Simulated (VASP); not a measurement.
## C: single point with LDA

The system is C, a slab with vacuum.

```xyz
2
Lattice="2.4562 0.0000 0.0000 -1.2281 2.1271 0.0000 0.0000 0.0000 8.5238" Properties=species:S:1:pos:R:3 pbc="T T T"
C    -0.1414    1.2766   -0.2000
C     1.2281    0.7090    0.0000
```

This cell differs from its parent crystal: atom 1 (C) moved by (-0.200, -0.200) A along [1 1 0] and z.

```yaml
Program: VASP 6.6.1
Task: single point
Functional: LDA
Potentials_or_basis: VASP PAW LDA potentials, release 64 (C)
Cutoff: 520 eV
k_mesh: 24 × 24 × 6
Occupations: gaussian, width 0.15 eV
Spin: no spin polarisation
Dipole_correction: no
Further_INCAR_settings: ALGO = Normal; EDIFF = 1e-07; NBANDS = 11
```

| Property | Result |
| --- | --- |
| Largest force | 11.873 eV/Å |
| Band gap on the k mesh | zero (band 4 reaches -0.53 eV, above the bottom of band 5 at -1.50 eV) |

Forces on the atoms (eV/Å):
```
C    9.416  6.776  2.526
C   -9.416 -6.776 -2.526
```

Levels at points of the mesh, in eV from the Fermi level:
| k point | band 2 | band 3 | band 4 | band 5 | band 6 | band 7 |
| --- | --- | --- | --- | --- | --- | --- |
| (0.00, 0.00, 0.00) | -7.51 | -5.04 | 0.58 | 3.14 | 4.84 | 5.67 |
| (0.50, 0.00, 0.00) | -12.98 | -4.94 | -0.79 | -0.39 | 8.27 | 11.01 |
| (0.00, 0.50, 0.00) | -11.83 | -6.54 | -3.08 | 3.11 | 6.52 | 10.96 |
| (0.50, 0.50, 0.00) | -12.38 | -5.58 | -2.67 | 2.27 | 5.89 | 11.07 |
| (0.00, 0.00, 0.50) | -7.51 | -5.04 | 0.58 | 3.63 | 4.25 | 4.84 |
| (0.50, 0.00, 0.50) | -12.98 | -4.94 | -0.79 | -0.39 | 8.27 | 11.30 |
| (0.00, 0.50, 0.50) | -11.83 | -6.54 | -3.08 | 3.11 | 6.52 | 11.12 |
| (0.50, 0.50, 0.50) | -12.38 | -5.58 | -2.67 | 2.27 | 5.89 | 11.27 |

Wall time 11 min on 1 thread of Oxide Virtual Turin-like Processor, on a shared host, peak memory 0.65 GiB.

Caveat: the cell differs from its parent crystal (atom 1 (C) moved by (-0.200, -0.200) A along [1 1 0] and z).
